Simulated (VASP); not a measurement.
Crystal: Mg3ScBr3.

```
Mg Sc Br
1.0
     5.66278    0.00000    0.00000
     0.00000    5.66278    0.00000
     0.00000    0.00000    5.66278
Mg Sc Br
3 1 3
Direct
  0.00000 0.50000 0.50000
  0.50000 0.50000 0.00000
  0.50000 0.00000 0.50000
  0.50000 0.50000 0.50000
  0.00000 0.50000 0.00000
  0.50000 0.00000 0.00000
  0.00000 0.00000 0.50000
```

The cell was generated, and may not be a known phase.

| Item | Value |
| --- | --- |
| Program | VASP 6.6.1 |
| Task | relaxation of cell and atoms |
| Functional | PBE |
| Potentials or basis | VASP PAW PBE potentials, release 64 (Mg_sv, Sc_sv, Br) |
| Cutoff | 840 eV |
| k mesh | 4 × 4 × 4 |
| Occupations | gaussian, width 0.1 eV |
| Spin | no spin polarisation |

At the start: pressure 5.8 GPa; volume 25.94 Å³/atom.

**Question.** How do energy, volume and symmetry change on relaxing?

**Answer.** Over 3 steps the energy falls by 75.7 meV/atom and the volume is 30.98 Å³/atom (+19.4 %); space group Pm-3m (No. 221, to 0.1 Å) before and after.

Step by step:
```tsv
step	energy change (eV)	largest force (eV/Å)	pressure (GPa)	volume (Å³)
1	0.0000	0.0000	5.77	181.59
2	-0.5049	0.0000	1.01	207.25
3	-0.5297	0.0000	-0.14	216.85
```

Final structure:
```xyz
7
Lattice="6.0079 0.0000 0.0000 0.0000 6.0079 0.0000 0.0000 0.0000 6.0079" Properties=species:S:1:pos:R:3 pbc="T T T"
Mg    0.0000    3.0039    3.0039
Mg    3.0039    3.0039    0.0000
Mg    3.0039    0.0000    3.0039
Sc    3.0039    3.0039    3.0039
Br    0.0000    3.0039    0.0000
Br    3.0039    0.0000    0.0000
Br    0.0000    0.0000    3.0039
```

Caveat: the volume moved by over 15 % at a fixed basis, so the end points are rough.
